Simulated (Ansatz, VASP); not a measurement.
Ti3Ga in VASP and in Ansatz

Contents of INCAR:

```
SYSTEM = Ti3Ga
ALGO = Normal ; EDIFF = 1E-6
ENCUT = 500 ; GGA = CA
GGA_COMPAT = .False. ; ISIF = 2
ISMEAR = 0 ; LASPH = .True.
LCHARG = .False. ; LREAL = .False.
LWAVE = .False. ; NBANDS = 32
NELM = 120 ; PREC = Accurate
SIGMA = 0.1
```

KPOINTS

```
k-points
0
Gamma
  6 6 6
  0 0 0
```

POSCAR

```
Ti3Ga
1.0
    0.0000000000      3.1977420000      3.1977420000
    3.1977420000      0.0000000000      3.1977420000
    3.1977420000      3.1977420000      0.0000000000
Ti Ga
3 1
Direct
    0.7500000000      0.7500000000      0.7500000000
    0.2500000000      0.2500000000      0.2500000000
    0.0000000000      0.0000000000      0.0000000000
    0.5000000000      0.5000000000      0.5000000000
```

Input for Ansatz:

```yaml
crystal:
  lattice:
    bravais: fcc
    a: 6.395484
  space_group: 225
  atoms:
    - { symbol: Ti, position: [0.25, 0.25, 0.75] }
    - { symbol: Ti, position: [0.0, 0.0, 0.0] }
    - { symbol: Ga, position: [0.5, 0.0, 0.0] }
  reduce_to_primitive: true
kpoints:
  mp_grid:
    grid: [6, 6, 6]
hamiltonian:
  xc: lda
  pseudopotentials:
    kind: paw
scf:
  occupations:
    method: gaussian
    width: 0.1
output:
  stress: true
```

Alike in both runs: task single point; functional LDA; k mesh 6 × 6 × 6; occupations gaussian, width 0.1 eV; no spin polarisation.

```csv
,VASP,Ansatz
version,VASP 6.6.1,Ansatz 0.2.0
potentials or method,"VASP PAW LDA potentials, release 64 (Ti_sv, Ga_d)","plane waves, PAW"
plane-wave cutoff (eV),500,420
valence electrons in the cell,49,49
```

```csv
,VASP,Ansatz,Ansatz less VASP
pressure (GPa),-8.9,-9.0,-0.10
```

LDA's correlation is that of Perdew and Zunger in VASP and of Perdew and Wang (1992) in Ansatz.
